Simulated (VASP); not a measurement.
# GaP (I-4m2) in VASP: notebook, part 2 of 2

VASP 6.6.1.

## 3. Single point, PBE (strain +0.080 along x and y, -0.040 along z)

INCAR reads:

```
SYSTEM = GaP
ALGO = Normal
EDIFF = 1E-7
ENCUT = 520
GGA = PE
ISIF = 2
ISMEAR = 0
LASPH = .TRUE.
LCHARG = .TRUE.
LELF = .TRUE.
LREAL = .FALSE.
LVHAR = .TRUE.
LWAVE = .FALSE.
NBANDS = 16
NELM = 100
PREC = Accurate
SIGMA = 0.05
```

KPOINTS reads:

```
k-points
0
G
  8 8 8
  0 0 0
```

POSCAR reads:

```
GaP
1.0
    0.0000000000      2.9432700000      2.6162400000
    2.9432700000      0.0000000000      2.6162400000
    2.9432700000      2.9432700000      0.0000000000
Ga P
1 1
Direct
    0.0000000000      0.0000000000      0.0000000000
    0.7500000000      0.7500000000      0.7500000000
```

Potentials or basis: VASP PAW PBE potentials, release 64 (Ga_d, P).

Started as:

```bash
$ cat potpaw_PBE.64/Ga_d/POTCAR potpaw_PBE.64/P/POTCAR > POTCAR
$ mpirun -np 1 vasp_std > vasp.out
```

It took 91 s on 1 thread of Intel Xeon 8259CL, shared host; peak memory 0.2 GiB.

Results (log left out):

```yaml
Free_energy: -8.9814 eV
Pressure: -5.4 GPa
Band_gap_on_the_k_mesh: 0.49 eV
```

Stress tensor (GPa, compression positive):
```
-7.65  0.00  0.00
 0.00 -7.65  0.00
 0.00  0.00 -0.87
```

Levels at points of the mesh, in eV from the valence-band top:
```csv
k point,band 7,band 8,band 9,band 10,band 11,band 12
"(0.00, 0.00, 0.00)",-0.50,-0.50,0.00,0.49,3.47,3.74
"(0.50, 0.00, 0.00)",-6.35,-1.67,-0.91,0.82,4.04,4.98
"(0.50, 0.50, 0.00)",-6.12,-3.08,-3.08,0.88,1.14,9.38
"(0.50, 0.00, 0.50)",-6.78,-2.38,-2.32,1.80,1.93,8.80
```

Caveat: the cell differs from its parent crystal (strain +0.080 along x and y, -0.040 along z); the cell stands under tension. A k mesh can miss the band edges.

## 4. Single point, PBE (strain +0.080 along x and y, +0.000 along z)

INCAR reads:

```
ALGO = Normal
EDIFF = 1E-6
ENCUT = 520
GGA = PE
ISIF = 2
ISMEAR = 0
LASPH = T
LCHARG = F
LREAL = F
LWAVE = F
NBANDS = 16
NELM = 100
PREC = Accurate
SIGMA = 0.05
```

KPOINTS reads:

```
k-points
0
Gamma
  8 8 8
```

POSCAR reads:

```
GaP
1.0
    0.0000000000      2.9432700000      2.7252500000
    2.9432700000      0.0000000000      2.7252500000
    2.9432700000      2.9432700000      0.0000000000
Ga P
1 1
Direct
    0.0000000000      0.0000000000      0.0000000000
    0.7500000000      0.7500000000      0.7500000000
```

Potentials or basis: VASP PAW PBE potentials, release 64 (Ga_d, P).

Started as:

```bash
$ cat potpaw_PBE.64/Ga_d/POTCAR potpaw_PBE.64/P/POTCAR > POTCAR
$ mpirun -np 1 vasp_std > vasp.out
```

OUTCAR:

```text
EDIFF = 1E-6
   ENCUT = 520
   GGA = PE
   ISIF = 2
   ISMEAR = 0
   LASPH = T
   LREAL = F
   NELM = 100
   PREC = Accurate

 ion  position               nearest neighbor table
   1  0.000  0.000  0.000-   2 2.49   2 2.49   2 2.49   2 2.49
   2  0.750  0.750  0.750-   1 2.49   1 2.49   1 2.49   1 2.49

  LATTYP: Found a body centered tetragonal cell.
 ALAT       =     4.1624123517
 C/A-ratio  =     1.3094570022

  Lattice vectors:

[... 643 lines left out ...]

------------------------ aborting loop because EDIFF is reached ----------------------------------------

  FORCE on cell =-STRESS in cart. coord.  units (eV):
  Direction    XX          YY          ZZ          XY          YZ          ZX
  --------------------------------------------------------------------------------------
  -------------------------------------------------------------------------------------
  Total       -2.5780446     -2.5780446     -1.2041330      0.0000000     -0.0000000      0.0000000
  in kB      -87.4791320    -87.4791320    -40.8590721      0.0000000     -0.0000000      0.0000000
  external PRESSURE =     -71.9391120 kB  Pullay stress =       0.0000000 kB

 VOLUME and BASIS-vectors are now :
 -----------------------------------------------------------------------------
  energy-cutoff  :      520.00
  volume of cell :       47.22
      direct lattice vectors                 reciprocal lattice vectors
     0.000000000  2.943270000  2.725250000    -0.169879080  0.169879080  0.183469406
     2.943270000  0.000000000  2.725250000     0.169879080 -0.169879080  0.183469406
     2.943270000  2.943270000  0.000000000     0.169879080  0.169879080 -0.183469406

 POSITION                                       TOTAL-FORCE (eV/Angst)
 -----------------------------------------------------------------------------------
      0.00000      0.00000      0.00000         0.000000      0.000000      0.000000
      4.41491      4.41491      4.08788        -0.000000     -0.000000     -0.000000
 -----------------------------------------------------------------------------------
    total drift:                               -0.000001     -0.000001      0.000001

  FREE ENERGIE OF THE ION-ELECTRON SYSTEM (eV)
  ---------------------------------------------------
  free  energy   TOTEN  =        -8.9523304384 eV

  energy  without entropy=       -8.9523304373  energy(sigma->0) =       -8.95233044
```

OSZICAR:

```text
N       E                     dE             d eps       ncg     rms          rms(c)
DAV:   1     0.828538941883E+02    0.82854E+02   -0.89287E+03  1936   0.152E+03
DAV:   2    -0.220158410066E+01   -0.85055E+02   -0.81086E+02  2136   0.312E+02
DAV:   3    -0.906292686905E+01   -0.68613E+01   -0.68354E+01  2384   0.681E+01
DAV:   4    -0.918381545281E+01   -0.12089E+00   -0.12086E+00  2312   0.993E+00
DAV:   5    -0.918641915647E+01   -0.26037E-02   -0.26036E-02  2528   0.125E+00    0.359E+00
DAV:   6    -0.896758427975E+01    0.21883E+00   -0.38316E-01  2912   0.887E+00    0.229E+00
DAV:   7    -0.895129215316E+01    0.16292E-01   -0.70958E-02  2384   0.162E+00    0.985E-01
DAV:   8    -0.895174812873E+01   -0.45598E-03   -0.10987E-02  2304   0.120E+00    0.105E-01
DAV:   9    -0.895215973013E+01   -0.41160E-03   -0.12517E-03  2432   0.519E-01    0.904E-02
DAV:  10    -0.895224722762E+01   -0.87497E-04   -0.10670E-04  2544   0.853E-02    0.495E-02
DAV:  11    -0.895233090580E+01   -0.83678E-04   -0.12346E-04  2280   0.942E-02    0.622E-03
DAV:  12    -0.895233043844E+01    0.46737E-06   -0.44780E-06  2184   0.227E-02
   1 F= -.89523304E+01 E0= -.89523304E+01  d E =-.112430E-08
```

stdout:

```text
POSCAR found type information on POSCAR GaP
 POSCAR found :  2 types and       2 ions
 scaLAPACK will be used
 LDA part: xc-table for (Slater+PW92), standard interpolation
 POSCAR, INCAR and KPOINTS ok, starting setup
 FFT: planning ... GRIDC
 FFT: planning ... GRID_SOFT
 FFT: planning ... GRID
 WAVECAR not read
 entering main loop
```

Wall time 51 s (1 thread of Intel Xeon 8259CL, shared host); peak memory 0.2 GiB.

Results:

```yaml
Free_energy: -8.9523 eV
Pressure: -7.2 GPa
Band_gap_on_the_k_mesh: 0.34 eV
```

Stress tensor (GPa, compression positive):
```
-8.75  0.00  0.00
 0.00 -8.75  0.00
 0.00  0.00 -4.09
```

Levels at points of the mesh, in eV from the valence-band top:
```
           k point  band 7  band 8  band 9  band 10  band 11  band 12
(0.00, 0.00, 0.00)   -0.34   -0.34    0.00     0.34     3.58     3.76
(0.50, 0.00, 0.00)   -6.06   -1.38   -0.88     0.91     4.27     4.81
(0.50, 0.50, 0.00)   -6.03   -2.70   -2.70     1.23     1.45     9.22
(0.50, 0.00, 0.50)   -6.45   -2.26   -2.23     1.87     1.90     8.91
```

Caveat: the cell differs from its parent crystal (strain +0.080 along x and y, +0.000 along z); the cell stands under tension.

## 5. Single point, PBE (strain +0.080 along x and y, +0.040 along z)

INCAR reads:

```
PREC = Accurate
ENCUT = 520
EDIFF = 1E-6
ISMEAR = 0
SIGMA = 0.05
LREAL = False
LASPH = True
NELM = 60
ALGO = Normal
ISIF = 2
LWAVE = False
LCHARG = True
GGA = PE
LELF = True
LVHAR = True
NBANDS = 16
```

KPOINTS reads:

```
regular mesh
0
Gamma
  8 8 8
```

POSCAR reads:

```
GaP
1.0
    0.0000000000      2.9432700000      2.8342600000
    2.9432700000      0.0000000000      2.8342600000
    2.9432700000      2.9432700000      0.0000000000
Ga P
1 1
Direct
    0.0000000000      0.0000000000      0.0000000000
    0.7500000000      0.7500000000      0.7500000000
```

Started as:

```bash
$ cat potpaw_PBE.64/Ga_d/POTCAR potpaw_PBE.64/P/POTCAR > POTCAR
$ mpirun -np 1 vasp_std > vasp.out
```

It took 54 s on 1 thread of Intel Xeon 8259CL, shared host; peak memory 0.2 GiB.

Results (log left out):

```
Free energy            : -8.8873 eV
Pressure               : -8.6 GPa
Band gap on the k mesh : 0.19 eV
```

Stress tensor (GPa, compression positive):
```
-9.37  0.00  0.00
 0.00 -9.37  0.00
 0.00  0.00 -7.00
```

Levels at points of the mesh, in eV from the valence-band top:
```tsv
k point	band 5	band 6	band 7	band 8	band 9	band 10	band 11	band 12	band 13	band 14
(0.00, 0.00, 0.00)	-14.40	-11.31	-0.17	-0.17	0.00	0.19	3.71	3.80	3.80	7.91
(0.50, 0.00, 0.00)	-14.40	-9.81	-5.79	-1.10	-0.86	0.97	4.48	4.71	7.64	9.56
(0.50, 0.50, 0.00)	-14.39	-9.09	-5.93	-2.33	-2.33	1.56	1.75	9.06	9.06	9.68
(0.50, 0.00, 0.50)	-14.40	-9.20	-6.12	-2.13	-2.11	1.88	1.95	8.95	9.04	9.38
```

Caveat: the cell differs from its parent crystal (strain +0.080 along x and y, +0.040 along z); the cell stands under tension.

## 6. Summary

```csv
cell,gap on the mesh (eV),pressure (GPa)
"a = 3.932, b = 3.932, c = 4.008 Å, angles 59.4, 59.4, 61.3°, 2 atoms",1.05,-3.4
"a = 3.938, b = 3.938, c = 4.162 Å, angles 58.1, 58.1, 63.8°, 2 atoms",0.49,-5.4
"a = 4.011, b = 4.011, c = 4.162 Å, angles 58.7, 58.7, 62.5°, 2 atoms",0.34,-7.2
"a = 4.086, b = 4.086, c = 4.162 Å, angles 59.4, 59.4, 61.2°, 2 atoms",0.19,-8.6
```

Alike in all rows: task single point; level PBE; potentials or basis VASP PAW PBE potentials, release 64 (Ga_d, P); no spin polarisation; k mesh 8 × 8 × 8; cutoff (eV) 520; smearing gaussian 0.05 eV.

Caveats: the cell stands under tension.

Total energies depend on the potentials used, so only differences within one code and one set of settings carry meaning.
